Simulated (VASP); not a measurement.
# PtSe2 (P-3m1) in VASP: a series of runs

The runs below take PtSe2 through single point, with PBEsol.

Everything below comes from runs of VASP 6.6.1. Logs are shortened: lines on timing, memory, paths and dates and some standing lists are left out, and cuts for length are marked.

**1. The cell of the first run**

Symmetry: P-3m1, No. 164, trigonal system. The conventional cell has a = 3.873 Å, b = 3.873 Å, c = 5.264 Å, α = 90.00°, β = 90.00°, γ = 120.00°. Pt (site symmetry -3m) has 6 Se at 2.59 Å within 3.4 Å. Se (site symmetry 3m) has 3 Pt at 2.59 Å within 3.4 Å.

**2. Single point, PBEsol (strain +0.040 along x and y, +0.040 along z)**

File INCAR:

```
PREC     = Accurate       # precision mode
ENCUT    = 520            # plane-wave cutoff, eV
EDIFF    = 1E-6           # SCF threshold, eV
ISMEAR   = 0              # smearing method
SIGMA    = 0.15           # smearing width, eV
LREAL    = F              # projectors in reciprocal space
LASPH    = T              # aspherical terms in the spheres
NELM     = 60             # most SCF steps
ALGO     = Normal         # electronic algorithm
ISIF     = 2              # what is computed and relaxed
LWAVE    = F              # write WAVECAR
LCHARG   = F              # write CHGCAR
GGA      = PS             # functional
NBANDS   = 18             # bands
```

File KPOINTS:

```
Automatic mesh
0
Gamma
  12 12 10
```

File POSCAR:

```
PtSe2
1.0
    3.8729606288      0.0000000000      0.0000000000
   -1.9364803144      3.3540822924      0.0000000000
    0.0000000000      0.0000000000      5.2644800000
Pt Se
1 2
Direct
    0.0000000000      0.0000000000      0.0000000000
    0.3333333333      0.6666666667      0.2500000000
    0.6666666667      0.3333333333      0.7500000000
```

Potentials or basis: VASP PAW PBE potentials, release 64 (Pt, Se).

On the command line:

```sh
> cat potpaw_PBE.64/Pt/POTCAR potpaw_PBE.64/Se/POTCAR > POTCAR
> mpirun -np 1 vasp_std > vasp.out
```

OUTCAR:

```text
PREC = Accurate
   ENCUT = 520
   EDIFF = 1E-6
   ISMEAR = 0
   LREAL = F
   LASPH = T
   NELM = 60
   ISIF = 2
   GGA = PS

 ion  position               nearest neighbor table
   1  0.000  0.000  0.000-   2 2.59   3 2.59   3 2.59   2 2.59   3 2.59   2 2.59
   2  0.333  0.667  0.250-   1 2.59   1 2.59   1 2.59
   3  0.667  0.333  0.750-   1 2.59   1 2.59   1 2.59

  LATTYP: Found a hexagonal cell.
 ALAT       =     3.8729606288
 C/A-ratio  =     1.3592908642

  Lattice vectors:

 A1 = (   3.8729606288,   0.0000000000,   0.0000000000)
 A2 = (  -1.9364803144,   3.3540822924,   0.0000000000)
 A3 = (   0.0000000000,   0.0000000000,   5.2644800000)

Analysis of symmetry for initial positions (statically):
=====================================================================
 Subroutine PRICEL returns:
 Original cell was already a primitive cell.

 Routine SETGRP: Setting up the symmetry group for a
 hexagonal supercell.

 Subroutine GETGRP returns: Found 12 space group operations
 (whereof 12 operations were pure point group operations)
 out of a pool of 24 trial point group operations.

The static configuration has the point symmetry D_3d.

Analysis of symmetry for dynamics (positions and initial velocities):
=====================================================================
 Subroutine PRICEL returns:
 Original cell was already a primitive cell.

 Routine SETGRP: Setting up the symmetry group for a
 hexagonal supercell.

 Subroutine GETGRP returns: Found 12 space group operations
 (whereof 12 operations were pure point group operations)
 out of a pool of 24 trial point group operations.

The dynamic configuration has the point symmetry D_3d.

 Subroutine INISYM returns: Found 12 space group operations
 (whereof 12 operations are pure point group operations),
 and found     1 'primitive' translations

----------------------------------------------------------------------------------------

                                     Primitive cell

  volume of cell :      68.3868

  direct lattice vectors                    reciprocal lattice vectors
     3.872960629  0.000000000  0.000000000     0.258200404  0.149072073  0.000000000
    -1.936480314  3.354082292  0.000000000     0.000000000  0.298144146  0.000000000
     0.000000000  0.000000000  5.264480000     0.000000000  0.000000000  0.189952284

  length of vectors
     3.872960629  3.872960629  5.264480000     0.298144146  0.298144146  0.189952284

  position of ions in fractional coordinates (direct lattice)
     0.000000000  0.000000000  0.000000000
     0.333333333  0.666666667  0.250000000
     0.666666667  0.333333333  0.750000000

  ion indices of the primitive-cell ions
   primitive index   ion index
                 1           1
                 2           2
                 3           3

----------------------------------------------------------------------------------------

 KPOINTS: Automatic mesh

Automatic generation of k-mesh.
 Grid dimensions read from file:
 generate k-points for:   12   12   10

 Generating k-lattice:

  Cartesian coordinates                     Fractional coordinates (reciprocal lattice)
     0.021516700  0.012422673  0.000000000     0.083333333  0.000000000  0.000000000
     0.000000000  0.024845345  0.000000000     0.000000000  0.083333333  0.000000000
     0.000000000  0.000000000  0.018995228     0.000000000  0.000000000  0.100000000

  Length of vectors
     0.024845345  0.024845345  0.018995228

  Shift w.r.t. Gamma in fractional coordinates (k-lattice)
     0.000000000  0.000000000  0.000000000

 Subroutine IBZKPT returns following result:
 ===========================================

 Found    162 irreducible k-points:

 Following reciprocal coordinates:
            Coordinates               Weight
  0.000000  0.000000  0.000000      1.000000
  0.083333  0.000000  0.000000      6.000000
  0.166667  0.000000  0.000000      6.000000
  0.250000  0.000000  0.000000      6.000000
  0.333333  0.000000  0.000000      6.000000
  0.416667 -0.000000  0.000000      6.000000
[... 16 lines left out ...]
  0.166667  0.000000  0.100000      6.000000
  0.000000  0.166667  0.100000      6.000000
 [... further k-points ...]
   k-points           NKPTS =    162   k-points in BZ     NKDIM =    162   number of bands    NBANDS=     18
   number of dos      NEDOS =    301   number of ions     NIONS =      3
   total plane-waves  NPLWV =  36000
   dimension x,y,z NGX =    30 NGY =   30 NGZ =   40
   dimension x,y,z NGXF=    60 NGYF=   60 NGZF=   80
   ions per type =               1   2
   NGX,Y,Z   is equivalent  to a cutoff of  12.88, 12.88, 12.63 a.u.
   NGXF,Y,Z  is equivalent  to a cutoff of  25.75, 25.75, 25.26 a.u.
 SYSTEM =  unknown system
   PREC   = accura    normal or accurate (medium, high low for compatibility)
   ISTART =      0    job   : 0-new  1-cont  2-samecut
   ICHARG =      2    charge: 1-file 2-atom 10-const
   ISPIN  =      1    spin polarized calculation?
   LNONCOLLINEAR =      F non collinear calculations
   LSORBIT =      F    spin-orbit coupling
   LASPH  =      T    aspherical Exc in radial PAW
   ENCUT  =  520.0 eV  38.22 Ry    6.18 a.u.   7.20  7.20  9.79*2*pi/ulx,y,z
   NELM   =     60;   NELMIN=  2; NELMDL= -5     # of ELM steps
   EDIFF  = 0.1E-05   stopping-criterion for ELM
   LREAL  =      F    real-space projection
   EDIFFG = 0.1E-04   stopping-criterion for IOM
   NSW    =      0    number of steps for IOM
   IBRION =     -1    ionic relax: 0-MD 1-quasi-New 2-CG
   NFREE  =      0    steps in history (QN), initial steepest desc. (CG)
   ISIF   =      2    stress and relaxation
   ISYM   =      2    0-nonsym 1-usesym 2-fastsym
   POTIM  = 0.5000    time-step for ionic-motion
   TEBEG  =    0.0;   TEEND  =   0.0 temperature during run
   PSTRESS=    0.0 pullay stress
   NELECT =      22.0000    total number of electrons
   NUPDOWN=      -1.0000    fix difference up-down
   EMIN   =  10.00;   EMAX   =-10.00  energy-range for DOS
   EFERMI =   0.00;   METHOD = LEGACY
   ISMEAR =     0;   SIGMA  =   0.15  broadening in eV -4-tet -1-fermi 0-gaus
   EFERMI_NEDOS =   21; number of points for ismear=-14 and -15
   IALGO  =     38    algorithm
   IMIX   =      4    mixing-type and parameters
     AMIX     =   0.40;   BMIX     =  1.00
     AMIX_MAG =   1.60;   BMIX_MAG =  1.00
  volume/ion in A,a.u.               =      22.80       153.83
  Fermi-wavevector in a.u.,A,eV,Ry     =   1.121739  2.119778 17.120174  1.258297
  Thomas-Fermi vector in A             =   2.258394
   LORBIT       =      0    0 simple, 1 ext, 2 COOP (PROOUT), +10 PAW based schemes
   GGA     = PS    functional components
   LHFCALC =     F    Hartree Fock is set to
   AEXX    =    0.0000 exact exchange contribution
   IVDW    =     0    specifies the selected vdW correction
   LEPSILON=     F    determine dielectric tensor
   LRPA    =     F    only Hartree local field effects (RPA)
 non-spin polarized calculation
 Gauss-broadening in eV      SIGMA  =   0.15
  energy-cutoff  :      520.00
  volume of cell :       68.39
 maximum number of plane-waves:      1860
 NGX is ok and might be reduce to    30
   NGX = 15   NGY = 15   NGZ = 19

 number of electron      21.9999998 magnetization

 Free energy of the ion-electron system (eV)
  ---------------------------------------------------
  ext. energy  EPLUGINS =         0.00000000
  ---------------------------------------------------
  free energy    TOTEN  =       -15.67031391 eV

  energy without entropy =      -15.66270166  energy(sigma->0) =      -15.66650778

 E-fermi :   4.8176     XC(G=0): -10.2429

 val. band max:        4.7797576353   @ k =   0.0000   0.1667   0.1000
 cond. band min:       4.8188093886   @ k =  -0.0833   0.3333   0.3000
 fundamental gap:      0.0390517533
 Fermi energy:         4.8175988899

 k-point     1 :       0.0000    0.0000    0.0000
  band No.  band energies     occupation
      1      -9.8746      2.00000
      2      -7.6794      2.00000
      3      -1.3843      2.00000
      4      -0.7101      2.00000
      5      -0.7101      2.00000
      6       1.4872      2.00000
[... 10 lines left out ...]
     17      12.0989      0.00000
     18      15.9642      0.00000

 k-point     2 :       0.0833    0.0000    0.0000
  band No.  band energies     occupation
      1      -9.8109      2.00000
      2      -7.7013      2.00000
      3      -1.3020      2.00000
      4      -0.6681      2.00000
      5      -0.6670      2.00000
      6       1.3922      2.00000
[... 10 lines left out ...]
     17      12.3164      0.00000
     18      15.0773      0.00000

 k-point     3 :       0.1667    0.0000    0.0000
  band No.  band energies     occupation
      1      -9.6270      2.00000
      2      -7.7635      2.00000
      3      -1.0700      2.00000
      4      -0.5520      2.00000
      5      -0.5326      2.00000
      6       1.0039      2.00000
[... 10 lines left out ...]
     17      12.8279      0.00000
     18      13.7817      0.00000

 k-point     4 :       0.2500    0.0000    0.0000
  band No.  band energies     occupation
      1      -9.3456      2.00000
      2      -7.8588      2.00000
      3      -0.7765      2.00000
      4      -0.3942      2.00000
      5      -0.2804      2.00000
      6       0.3066      2.00000
[... 375 lines left out ...]
      4      -0.6742      2.00000
      5      -0.6339      2.00000
      6       1.3759      2.00000
[... 10 lines left out ...]
     17      12.4489      0.00000
     18      14.5682      0.00000

 k-point    23 :       0.1667    0.0000    0.1000
  band No.  band energies     occupation
      1      -9.5946      2.00000
      2      -7.8240      2.00000
      3      -0.9954      2.00000
      4      -0.5321      2.00000
      5      -0.5279      2.00000
      6       1.0492      2.00000
[... 10 lines left out ...]
     17      12.4866      0.00000
     18      13.4750      0.00000

 k-point    24 :       0.0000    0.1667    0.1000
  band No.  band energies     occupation
      1      -9.5993      2.00000
      2      -7.8115      2.00000
      3      -1.0999      2.00000
      4      -0.5705      2.00000
      5      -0.4235      2.00000
      6       0.9391      2.00000
[... 10 lines left out ...]
     17      13.1513      0.00000
     18      13.4059      0.00000

 [... further k-points ...]
[... 5 lines left out ...]
  --------------------------------------------------------------------------------------
  -------------------------------------------------------------------------------------
  Total       -4.7041192     -4.7041192     -3.4487837      0.0000000      0.0000000     -0.0000000
  in kB     -110.2088886   -110.2088886    -80.7986803      0.0000000      0.0000000     -0.0000000
  external PRESSURE =    -100.4054858 kB  Pullay stress =       0.0000000 kB

 VOLUME and BASIS-vectors are now :
 -----------------------------------------------------------------------------
  energy-cutoff  :      520.00
  volume of cell :       68.39
      direct lattice vectors                 reciprocal lattice vectors
     3.872960629  0.000000000  0.000000000     0.258200404  0.149072073  0.000000000
    -1.936480314  3.354082292  0.000000000     0.000000000  0.298144146  0.000000000
     0.000000000  0.000000000  5.264480000     0.000000000  0.000000000  0.189952284

 POSITION                                       TOTAL-FORCE (eV/Angst)
 -----------------------------------------------------------------------------------
      0.00000      0.00000      0.00000        -0.000000      0.000000      0.000000
     -0.00000      2.23605      1.31612        -0.000000      0.000000     -0.901669
      1.93648      1.11803      3.94836         0.000000     -0.000000      0.901669
 -----------------------------------------------------------------------------------
    total drift:                                0.000000      0.000000     -0.000000

  FREE ENERGIE OF THE ION-ELECTRON SYSTEM (eV)
  ---------------------------------------------------
  free  energy   TOTEN  =       -15.6703139063 eV

  energy  without entropy=      -15.6627016576  energy(sigma->0) =      -15.66650778
```

Run time: 97 s. Hardware: 1 thread of AMD EPYC 9R45 (Zen 5), shared host; peak memory 0.3 GiB.

Results:

```yaml
Free_energy: -15.6703 eV
Pressure: -10.0 GPa
Largest_force: 0.902 eV/Å
Band_gap_on_the_k_mesh: zero (band 11 reaches 5.22 eV, above the bottom of band 12 at 4.82 eV)
```

Forces on the atoms (eV/Å):
```
Pt   0.000  0.000  0.000
Se   0.000  0.000 -0.902
Se   0.000  0.000  0.902
```

Stress tensor (GPa, compression positive):
```
-11.02   0.00   0.00
  0.00 -11.02   0.00
  0.00   0.00  -8.08
```

Caveat: the cell differs from its parent crystal (strain +0.040 along x and y, +0.040 along z); the PAW data sets were made with another functional, which shifts forces and pressure a little; spin-orbit coupling is left out, which moves the levels of the heavy elements.

**3. Single point, PBEsol (strain +0.080 along x and y, +0.000 along z)**

File INCAR:

```
SYSTEM = PtSe2
PREC = Accurate
ENCUT = 520
EDIFF = 1E-7
ISMEAR = 0
SIGMA = 0.15
LREAL = .FALSE.
LASPH = .TRUE.
NELM = 100
ALGO = Normal
ISIF = 2
LWAVE = .FALSE.
LCHARG = .TRUE.
GGA = PS
LELF = .TRUE.
LVHAR = .TRUE.
NBANDS = 18
```

File KPOINTS:

```
Automatic mesh
0
G
  12 12 10
  0 0 0
```

File POSCAR:

```
PtSe2
1.0
    4.0219206530      0.0000000000      0.0000000000
   -2.0109603265      3.4830854575      0.0000000000
    0.0000000000      0.0000000000      5.0620000000
Pt Se
1 2
Direct
    0.0000000000      0.0000000000      0.0000000000
    0.3333333333      0.6666666667      0.2500000000
    0.6666666667      0.3333333333      0.7500000000
```

Potentials or basis: VASP PAW PBE potentials, release 64 (Pt, Se).

On the command line:

```sh
> cat potpaw_PBE.64/Pt/POTCAR potpaw_PBE.64/Se/POTCAR > POTCAR
> mpirun -np 1 vasp_std > vasp.out
```

OUTCAR:

```text
SYSTEM = PtSe2
   PREC = Accurate
   ENCUT = 520
   EDIFF = 1E-7
   ISMEAR = 0
   LREAL = .FALSE.
   LASPH = .TRUE.
   NELM = 100
   ISIF = 2
   GGA = PS

 ion  position               nearest neighbor table
   1  0.000  0.000  0.000-   2 2.64   3 2.64   2 2.64   3 2.64   3 2.64   2 2.64
   2  0.333  0.667  0.250-   1 2.64   1 2.64   1 2.64
   3  0.667  0.333  0.750-   1 2.64   1 2.64   1 2.64

  LATTYP: Found a hexagonal cell.
 ALAT       =     4.0219206530
 C/A-ratio  =     1.2586026520

  Lattice vectors:

[... 678 lines left out ...]
      6       0.7548      2.00000
[... 10 lines left out ...]
     17      12.3990      0.00000
     18      12.9758      0.00000

 [... further k-points ...]
[... 5 lines left out ...]
  --------------------------------------------------------------------------------------
  -------------------------------------------------------------------------------------
  Total       -7.2605609     -7.2605609     -3.7726317     -0.0000000      0.0000000      0.0000000
  in kB     -164.0442400   -164.0442400    -85.2383875     -0.0000000      0.0000000      0.0000000
  external PRESSURE =    -137.7756225 kB  Pullay stress =       0.0000000 kB

 VOLUME and BASIS-vectors are now :
 -----------------------------------------------------------------------------
  energy-cutoff  :      520.00
  volume of cell :       70.91
      direct lattice vectors                 reciprocal lattice vectors
     4.021920653  0.000000000  0.000000000     0.248637426  0.143550885  0.000000000
    -2.010960326  3.483085458  0.000000000     0.000000000  0.287101770  0.000000000
     0.000000000  0.000000000  5.062000000     0.000000000  0.000000000  0.197550375

 POSITION                                       TOTAL-FORCE (eV/Angst)
 -----------------------------------------------------------------------------------
      0.00000      0.00000      0.00000        -0.000000      0.000000      0.000000
     -0.00000      2.32206      1.26550        -0.000000      0.000000     -0.948038
      2.01096      1.16103      3.79650         0.000000      0.000000      0.948038
 -----------------------------------------------------------------------------------
    total drift:                                0.000000      0.000000     -0.000000

  FREE ENERGIE OF THE ION-ELECTRON SYSTEM (eV)
  ---------------------------------------------------
  free  energy   TOTEN  =       -15.3591241115 eV

  energy  without entropy=      -15.3489111158  energy(sigma->0) =      -15.35401761
```

OSZICAR:

```text
N       E                     dE             d eps       ncg     rms          rms(c)
DAV:   1     0.105271222691E+03    0.10527E+03   -0.97426E+03  5888   0.105E+03
DAV:   2    -0.107598327391E+02   -0.11603E+03   -0.11208E+03  7228   0.201E+02
DAV:   3    -0.161448990779E+02   -0.53851E+01   -0.53276E+01  6882   0.432E+01
DAV:   4    -0.161928338261E+02   -0.47935E-01   -0.47906E-01  7360   0.446E+00
DAV:   5    -0.161933511991E+02   -0.51737E-03   -0.51736E-03  7096   0.448E-01    0.948E+00
DAV:   6    -0.158036609940E+02    0.38969E+00   -0.58885E+00  6016   0.198E+01    0.705E+00
DAV:   7    -0.153800594724E+02    0.42360E+00   -0.11421E+00  5936   0.100E+01    0.280E+00
DAV:   8    -0.153644434538E+02    0.15616E-01   -0.11227E-01  6312   0.188E+00    0.836E-01
DAV:   9    -0.153592679757E+02    0.51755E-02   -0.14143E-02  6356   0.105E+00    0.268E-01
DAV:  10    -0.153591527922E+02    0.11518E-03   -0.20287E-03  6448   0.242E-01    0.475E-02
DAV:  11    -0.153591231357E+02    0.29656E-04   -0.11336E-04  6852   0.925E-02    0.167E-02
DAV:  12    -0.153591241401E+02   -0.10044E-05   -0.77630E-06  6716   0.184E-02    0.580E-03
DAV:  13    -0.153591240615E+02    0.78641E-07   -0.10260E-06  7188   0.813E-03    0.145E-03
DAV:  14    -0.153591241115E+02   -0.49999E-07   -0.16309E-07  4394   0.360E-03
   1 F= -.15359124E+02 E0= -.15354018E+02  d E =-.102130E-01
```

stdout:

```text
POSCAR found type information on POSCAR PtSe
 POSCAR found :  2 types and       3 ions
 scaLAPACK will be used
 -----------------------------------------------------------------------------
|                                                                             |
|                                                                             |
|     You enforced a specific xc type in the INCAR file but a different       |
|     I HOPE YOU KNOW WHAT YOU ARE DOING!                                     |
|                                                                             |
 -----------------------------------------------------------------------------

 LDA part: xc-table for (Slater+PW92), standard interpolation
 POSCAR, INCAR and KPOINTS ok, starting setup
 FFT: planning ... GRIDC
 FFT: planning ... GRID_SOFT
 FFT: planning ... GRID
 WAVECAR not read
 entering main loop
```

It took 1.8 min on 1 thread of AMD EPYC 9R45 (Zen 5), shared host; peak memory 0.31 GiB.

Results:

| Quantity | Value |
| --- | --- |
| Free energy | -15.3591 eV |
| Pressure | -13.8 GPa |
| Largest force | 0.948 eV/Å |
| Band gap on the k mesh | zero (band 11 reaches 4.88 eV, above the bottom of band 12 at 4.26 eV) |

Forces on the atoms (eV/Å):
```
Pt   0.000  0.000  0.000
Se   0.000  0.000 -0.948
Se   0.000  0.000  0.948
```

Caveat: the cell differs from its parent crystal (strain +0.080 along x and y, +0.000 along z); the PAW data sets were made with another functional, which shifts forces and pressure a little; spin-orbit coupling is left out, which moves the levels of the heavy elements.
